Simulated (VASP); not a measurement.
# TeP2 (P-6m2) in VASP: a series of runs

TeP2 is run at these levels: PBE; tasks: single point.

Program: VASP 6.6.1. These are calculated values, not measurements. Logs are shortened: lines on timing, memory, paths and dates and some standing lists are left out, and cuts for length are marked.

**1. The cell of the first run**

It takes space group P-6m2 (No. 187, hexagonal). Conventional cell: a = 3.393 Å, b = 3.393 Å, c = 5.349 Å, α = 90.00°, β = 90.00°, γ = 120.00°. Within 3.2 Å of Te (site symmetry -6m2) lie 6 P at 2.45 Å. P (site symmetry 3m) has 2 P at 2.41 to 2.94 Å and 3 Te at 2.45 Å within 3.2 Å.

**2. Single point, PBE**

Contents of INCAR:

```
PREC = Accurate
ENCUT = 520
EDIFF = 1E-6
ISMEAR = 0
SIGMA = 0.1
LREAL = F
LASPH = T
NELM = 60
ALGO = Normal
ISIF = 2
LWAVE = F
LCHARG = T
GGA = PE
LELF = T
LVHAR = T
NBANDS = 15
```

Contents of KPOINTS:

```
regular mesh
0
Gamma
  6 6 4
```

Contents of POSCAR:

```
TeP2
1.0
    3.3931109700      0.0000000000      0.0000000000
   -1.6965554900      2.9385203000      0.0000000000
    0.0000000000      0.0000000000      5.3488404400
Te P
1 2
Direct
    0.0000000000      0.0000000000      0.0000000000
    0.6666666700      0.3333333300      0.7249647000
    0.6666666700      0.3333333300      0.2750353000
```

Potentials or basis: VASP PAW PBE potentials, release 64 (Te, P).

Launch:

```console
> cat potpaw_PBE.64/Te/POTCAR potpaw_PBE.64/P/POTCAR > POTCAR
> mpirun -np 1 vasp_std > vasp.out
```

OUTCAR:

```text
PREC = Accurate
   ENCUT = 520
   EDIFF = 1E-6
   ISMEAR = 0
   LREAL = F
   LASPH = T
   NELM = 60
   ISIF = 2
   GGA = PE

 ion  position               nearest neighbor table
   1  0.000  0.000  0.000-   2 2.45   3 2.45   2 2.45   3 2.45   2 2.45   3 2.45
   2  0.667  0.333  0.725-   3 2.41   1 2.45   1 2.45   1 2.45   3 2.94
   3  0.667  0.333  0.275-   2 2.41   1 2.45   1 2.45   1 2.45   2 2.94

  LATTYP: Found a hexagonal cell.
 ALAT       =     3.3931109700
 C/A-ratio  =     1.5763824076

  Lattice vectors:

 A1 = (   3.3931109700,   0.0000000000,   0.0000000000)
 A2 = (  -1.6965554900,   2.9385203000,   0.0000000000)
 A3 = (   0.0000000000,   0.0000000000,   5.3488404400)

Analysis of symmetry for initial positions (statically):
=====================================================================
 Subroutine PRICEL returns:
 Original cell was already a primitive cell.

 Routine SETGRP: Setting up the symmetry group for a
 hexagonal supercell.

 Subroutine GETGRP returns: Found 12 space group operations
 (whereof 12 operations were pure point group operations)
 out of a pool of 24 trial point group operations.

The static configuration has the point symmetry D_3h.

Analysis of symmetry for dynamics (positions and initial velocities):
=====================================================================
 Subroutine PRICEL returns:
 Original cell was already a primitive cell.

 Routine SETGRP: Setting up the symmetry group for a
 hexagonal supercell.

 Subroutine GETGRP returns: Found 12 space group operations
 (whereof 12 operations were pure point group operations)
 out of a pool of 24 trial point group operations.

The dynamic configuration has the point symmetry D_3h.

 Subroutine INISYM returns: Found 12 space group operations
 (whereof 12 operations are pure point group operations),
 and found     1 'primitive' translations

----------------------------------------------------------------------------------------

                                     Primitive cell

  volume of cell :      53.3318

  direct lattice vectors                    reciprocal lattice vectors
     3.393110970  0.000000000  0.000000000     0.294714794  0.170153666  0.000000000
    -1.696555490  2.938520300  0.000000000     0.000000000  0.340307331  0.000000000
     0.000000000  0.000000000  5.348840440     0.000000000  0.000000000  0.186956409

  length of vectors
     3.393110970  3.393110974  5.348840440     0.340307331  0.340307331  0.186956409

  position of ions in fractional coordinates (direct lattice)
     0.000000000  0.000000000  0.000000000
     0.666666670  0.333333330  0.724964700
     0.666666670  0.333333330  0.275035300

  ion indices of the primitive-cell ions
   primitive index   ion index
                 1           1
                 2           2
                 3           3

----------------------------------------------------------------------------------------

 KPOINTS: regular mesh

Automatic generation of k-mesh.
 Grid dimensions read from file:
 generate k-points for:    6    6    4

 Generating k-lattice:

  Cartesian coordinates                     Fractional coordinates (reciprocal lattice)
     0.049119132  0.028358944  0.000000000     0.166666667  0.000000000  0.000000000
     0.000000000  0.056717888  0.000000000     0.000000000  0.166666667  0.000000000
     0.000000000  0.000000000  0.046739102     0.000000000  0.000000000  0.250000000

  Length of vectors
     0.056717889  0.056717888  0.046739102

  Shift w.r.t. Gamma in fractional coordinates (k-lattice)
     0.000000000  0.000000000  0.000000000

 Subroutine IBZKPT returns following result:
 ===========================================

 Found     21 irreducible k-points:

 Following reciprocal coordinates:
            Coordinates               Weight
  0.000000  0.000000  0.000000      1.000000
  0.166667  0.000000  0.000000      6.000000
  0.333333 -0.000000  0.000000      6.000000
  0.500000  0.000000  0.000000      3.000000
  0.166667  0.166667  0.000000      6.000000
  0.333333  0.166667  0.000000     12.000000
[... 13 lines left out ...]
  0.333333  0.166667  0.500000     12.000000
  0.333333  0.333333  0.500000      2.000000
   k-points           NKPTS =     21   k-points in BZ     NKDIM =     21   number of bands    NBANDS=     15
   number of dos      NEDOS =    301   number of ions     NIONS =      3
   total plane-waves  NPLWV =  31360
   dimension x,y,z NGX =    28 NGY =   28 NGZ =   40
   dimension x,y,z NGXF=    56 NGYF=   56 NGZF=   80
   ions per type =               1   2
   NGX,Y,Z   is equivalent  to a cutoff of  13.72, 13.72, 12.43 a.u.
   NGXF,Y,Z  is equivalent  to a cutoff of  27.44, 27.44, 24.86 a.u.
 SYSTEM =  unknown system
   PREC   = accura    normal or accurate (medium, high low for compatibility)
   ISTART =      0    job   : 0-new  1-cont  2-samecut
   ICHARG =      2    charge: 1-file 2-atom 10-const
   ISPIN  =      1    spin polarized calculation?
   LNONCOLLINEAR =      F non collinear calculations
   LSORBIT =      F    spin-orbit coupling
   LASPH  =      T    aspherical Exc in radial PAW
   ENCUT  =  520.0 eV  38.22 Ry    6.18 a.u.   6.31  6.31  9.95*2*pi/ulx,y,z
   NELM   =     60;   NELMIN=  2; NELMDL= -5     # of ELM steps
   EDIFF  = 0.1E-05   stopping-criterion for ELM
   LREAL  =      F    real-space projection
   EDIFFG = 0.1E-04   stopping-criterion for IOM
   NSW    =      0    number of steps for IOM
   IBRION =     -1    ionic relax: 0-MD 1-quasi-New 2-CG
   NFREE  =      0    steps in history (QN), initial steepest desc. (CG)
   ISIF   =      2    stress and relaxation
   ISYM   =      2    0-nonsym 1-usesym 2-fastsym
   POTIM  = 0.5000    time-step for ionic-motion
   TEBEG  =    0.0;   TEEND  =   0.0 temperature during run
   PSTRESS=    0.0 pullay stress
   NELECT =      16.0000    total number of electrons
   NUPDOWN=      -1.0000    fix difference up-down
   EMIN   =  10.00;   EMAX   =-10.00  energy-range for DOS
   EFERMI =   0.00;   METHOD = LEGACY
   ISMEAR =     0;   SIGMA  =   0.10  broadening in eV -4-tet -1-fermi 0-gaus
   EFERMI_NEDOS =   21; number of points for ismear=-14 and -15
   IALGO  =     38    algorithm
   IMIX   =      4    mixing-type and parameters
     AMIX     =   0.40;   BMIX     =  1.00
     AMIX_MAG =   1.60;   BMIX_MAG =  1.00
  volume/ion in A,a.u.               =      17.78       119.97
  Fermi-wavevector in a.u.,A,eV,Ry     =   1.095938  2.071023 16.341690  1.201080
  Thomas-Fermi vector in A             =   2.232271
   LORBIT       =      0    0 simple, 1 ext, 2 COOP (PROOUT), +10 PAW based schemes
   GGA     = PE    functional components
   LHFCALC =     F    Hartree Fock is set to
   AEXX    =    0.0000 exact exchange contribution
   IVDW    =     0    specifies the selected vdW correction
   LEPSILON=     F    determine dielectric tensor
   LRPA    =     F    only Hartree local field effects (RPA)
 non-spin polarized calculation
 Gauss-broadening in eV      SIGMA  =   0.10
  energy-cutoff  :      520.00
  volume of cell :       53.33
 maximum number of plane-waves:      1456
 NGX is ok and might be reduce to    28
   NGX = 13   NGY = 13   NGZ = 19

 number of electron      16.0000001 magnetization

 Free energy of the ion-electron system (eV)
  ---------------------------------------------------
  ext. energy  EPLUGINS =         0.00000000
  ---------------------------------------------------
  free energy    TOTEN  =        -9.51063300 eV

  energy without entropy =       -9.50509305  energy(sigma->0) =       -9.50786303

 E-fermi :  10.1739     XC(G=0): -10.8614

 val. band max:       10.0465643544   @ k =   0.3333  -0.0000   0.0000
 cond. band min:      10.2045088034   @ k =   0.1667   0.1667   0.2500
 fundamental gap:      0.1579444490
 Fermi energy:        10.1738582391

 k-point     1 :       0.0000    0.0000    0.0000
  band No.  band energies     occupation
      1      -7.8541      2.00000
      2      -2.0183      2.00000
      3       0.3756      2.00000
      4       7.1827      2.00000
      5       7.1827      2.00000
      6       9.6165      2.00000
      7      11.0529      0.00000
      8      11.0529      0.00000
      9      11.3679      0.00000
     10      11.3679      0.00000
     11      12.0093      0.00000
     12      14.3991      0.00000
     13      14.8302      0.00000
     14      16.6374      0.00000
     15      16.6374      0.00000

 k-point     2 :       0.1667    0.0000    0.0000
  band No.  band energies     occupation
      1      -7.4000      2.00000
      2      -1.5890      2.00000
      3       0.5260      2.00000
      4       4.2612      2.00000
      5       6.2718      2.00000
      6       8.6700      2.00000
      7       9.8494      2.00000
      8      10.6596      0.00000
      9      11.7085      0.00000
     10      12.4460      0.00000
     11      12.5904      0.00000
     12      14.6342      0.00000
     13      15.1366      0.00000
     14      15.9318      0.00000
     15      16.5101      0.00000

 k-point     3 :       0.3333   -0.0000    0.0000
  band No.  band energies     occupation
      1      -6.0864      2.00000
      2      -0.4918      2.00000
      3      -0.3900      2.00000
      4       2.3335      2.00000
      5       5.1235      2.00000
      6       5.5452      2.00000
      7       8.3191      2.00000
      8      10.0466      1.92817
      9      10.3176      0.04203
     10      12.9792      0.00000
     11      13.1171      0.00000
     12      14.3278      0.00000
     13      15.8521      0.00000
     14      18.1133      0.00000
     15      18.4624      0.00000
[... 289 lines left out ...]
 k-point    20 :       0.3333    0.1667    0.5000
  band No.  band energies     occupation
      1      -4.6585      2.00000
      2      -1.3699      2.00000
      3      -1.3172      2.00000
      4       3.0985      2.00000
      5       3.1780      2.00000
      6       6.8028      2.00000
      7       7.4410      2.00000
      8       8.0979      2.00000
      9      11.4729      0.00000
     10      12.8296      0.00000
     11      12.9529      0.00000
     12      14.6447      0.00000
     13      15.7432      0.00000
     14      17.4209      0.00000
     15      17.6671      0.00000

 k-point    21 :       0.3333    0.3333    0.5000
  band No.  band energies     occupation
      1      -3.3074      2.00000
      2      -2.5490      2.00000
      3      -0.8134      2.00000
      4       1.6922      2.00000
      5       2.9492      2.00000
      6       5.6473      2.00000
      7       7.5863      2.00000
      8       8.6782      2.00000
      9      12.1476      0.00000
     10      13.1042      0.00000
     11      13.2284      0.00000
     12      16.1219      0.00000
     13      16.4331      0.00000
     14      17.1583      0.00000
     15      17.4914      0.00000

------------------------ aborting loop because EDIFF is reached ----------------------------------------

  FORCE on cell =-STRESS in cart. coord.  units (eV):
  Direction    XX          YY          ZZ          XY          YZ          ZX
  --------------------------------------------------------------------------------------
  -------------------------------------------------------------------------------------
  Total       13.3578185     13.3578186     11.9138169     -0.0000000      0.0000000     -0.0000000
  in kB      401.2912781    401.2912787    357.9110457     -0.0000007      0.0000000     -0.0000000
  external PRESSURE =     386.8312008 kB  Pullay stress =       0.0000000 kB

 VOLUME and BASIS-vectors are now :
 -----------------------------------------------------------------------------
  energy-cutoff  :      520.00
  volume of cell :       53.33
      direct lattice vectors                 reciprocal lattice vectors
     3.393110970  0.000000000  0.000000000     0.294714794  0.170153666  0.000000000
    -1.696555490  2.938520300  0.000000000     0.000000000  0.340307331  0.000000000
     0.000000000  0.000000000  5.348840440     0.000000000  0.000000000  0.186956409

 POSITION                                       TOTAL-FORCE (eV/Angst)
 -----------------------------------------------------------------------------------
      0.00000      0.00000      0.00000         0.000000     -0.000000      0.000000
      1.69656      0.97951      3.87772        -0.000000      0.000000     -5.243714
      1.69656      0.97951      1.47112        -0.000000      0.000000      5.243714
 -----------------------------------------------------------------------------------
    total drift:                               -0.000008      0.000005     -0.000000

  FREE ENERGIE OF THE ION-ELECTRON SYSTEM (eV)
  ---------------------------------------------------
  free  energy   TOTEN  =        -9.5106330041 eV

  energy  without entropy=       -9.5050930475  energy(sigma->0) =       -9.50786303
```

Wall time 23 s (1 thread of Intel Xeon Platinum 8488C (Sapphire Rapids), shared host); peak memory 0.18 GiB.

Results:

```yaml
Free_energy: -9.5106 eV
Pressure: 38.7 GPa
Largest_force: 5.244 eV/Å
Band_gap_on_the_k_mesh: zero (band 8 reaches 11.05 eV, above the bottom of band 9 at 9.62 eV)
```

Forces on the atoms (eV/Å):
```
Te   0.000  0.000  0.000
P    0.000  0.000 -5.244
P    0.000  0.000  5.244
```

Stress tensor (GPa, compression positive):
```
40.13  0.00  0.00
 0.00 40.13  0.00
 0.00  0.00 35.79
```

Caveat: spin-orbit coupling is left out, which moves the levels of the heavy elements; forces of over 1 eV/Å act on the atoms, so gaps and moduli don't describe the material at rest.

**3. Single point, PBE**

This run uses another cell than the first one, of 25.30 Å³/atom, 1.423 times its volume.

Contents of INCAR:

```
ALGO     = Normal         # electronic algorithm
EDIFF    = 1E-7           # SCF threshold, eV
ENCUT    = 520            # plane-wave cutoff, eV
GGA      = PE             # functional
ISIF     = 2              # what is computed and relaxed
ISMEAR   = 0              # smearing method
LASPH    = T              # aspherical terms in the spheres
LCHARG   = T              # write CHGCAR
LELF     = T              # ELF
LREAL    = F              # projectors in reciprocal space
LVHAR    = T            
LWAVE    = F              # write WAVECAR
NBANDS   = 15             # bands
NELM     = 80             # most SCF steps
PREC     = Accurate       # precision mode
SIGMA    = 0.1            # smearing width, eV
```

Contents of KPOINTS:

```
k-points
0
Gamma
  6 6 4
```

Contents of POSCAR:

```
TeP2
1.0
    3.9926219877      0.0000000034      0.0000000000
   -1.9963109968      3.4577120673      0.0000000000
    0.0000000000      0.0000000000      5.4985268761
Te P
1 2
Direct
    0.0000000000      0.0000000000      0.0000000000
    0.6666666667      0.3333333333      0.6876701444
    0.6666666667      0.3333333333      0.3123298556
```

Potentials or basis: VASP PAW PBE potentials, release 64 (Te, P).

Launch:

```console
> cat potpaw_PBE.64/Te/POTCAR potpaw_PBE.64/P/POTCAR > POTCAR
> mpirun -np 1 vasp_std > vasp.out
```

Wall time 35 s (1 thread of Intel Xeon Platinum 8488C (Sapphire Rapids), shared host); peak memory 0.19 GiB.

It converged, with:

- Free energy: -12.3919 eV
- Pressure: -0.1 GPa
- Largest force: 0.039 eV/Å
- Band gap on the k mesh: zero (band 8 reaches 5.95 eV, above the bottom of band 9 at 5.12 eV)

Forces on the atoms (eV/Å):
```
Te   0.000  0.000  0.000
P    0.000  0.000 -0.039
P    0.000  0.000  0.039
```

Stress tensor (GPa, compression positive):
```
-0.05  0.00  0.00
 0.00 -0.05  0.00
 0.00  0.00 -0.34
```

Levels at points of the mesh, in eV from the Fermi level:
```
           k point  band 6  band 7  band 8  band 9  band 10  band 11
(0.00, 0.00, 0.00)   -2.26    0.02    0.02    0.56     1.13     1.13
(0.50, 0.00, 0.00)   -3.89   -2.90    0.16    0.45     0.62     2.84
(0.00, 0.00, 0.50)   -1.99   -1.51   -1.51    1.35     1.73     1.73
(0.50, 0.00, 0.50)   -2.89   -2.37   -2.15    0.53     1.32     3.13
```

Caveat: spin-orbit coupling is left out, which moves the levels of the heavy elements.
